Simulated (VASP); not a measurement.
KCl, 2 atoms in the cell. It takes space group Pm-3m (No. 221, cubic). Conventional cell: a = 3.654 Å, b = 3.654 Å, c = 3.654 Å, α = 90.00°, β = 90.00°, γ = 90.00°. K (site symmetry m-3m) has 8 Cl at 3.16 Å and 6 K at 3.65 Å within 4.2 Å. Cl (site symmetry m-3m) has 8 K at 3.16 Å and 6 Cl at 3.65 Å within 4.2 Å.  This cell differs from its parent crystal: volume scaled by 0.91.

| Property | Result |
| --- | --- |
| Program | VASP 6.6.1 |
| Task | single point |
| Functional | r2SCAN |
| Potentials or basis | VASP PAW PBE potentials, release 64 (K_sv, Cl) |
| Cutoff | 520 eV |
| k mesh | 6 × 6 × 6 |
| Occupations | gaussian, width 0.02 eV |
| Spin | no spin polarisation |
| Dipole correction | no |
| Further INCAR settings | ALGO = Normal; EDIFF = 1e-06; NBANDS = 15 |

Potentials or basis: VASP PAW PBE potentials, release 64 (K_sv, Cl).

Command:

```console
$ cat potpaw_PBE.64/K_sv/POTCAR potpaw_PBE.64/Cl/POTCAR > POTCAR
$ cp INCAR.step1 INCAR
$ mpirun -np 1 vasp_std > vasp.out
$ cp INCAR.step2 INCAR
$ mpirun -np 1 vasp_std > vasp.out
```

Hardware: 1 thread of Intel(R) Xeon(R) Platinum 8488C (Sapphire Rapids), with other jobs on the host.

How long does it take, and how much memory?

It took 51 s on 1 thread of Intel(R) Xeon(R) Platinum 8488C (Sapphire Rapids) (shared host), peak memory 0.17 GiB. Counts: k points 20.
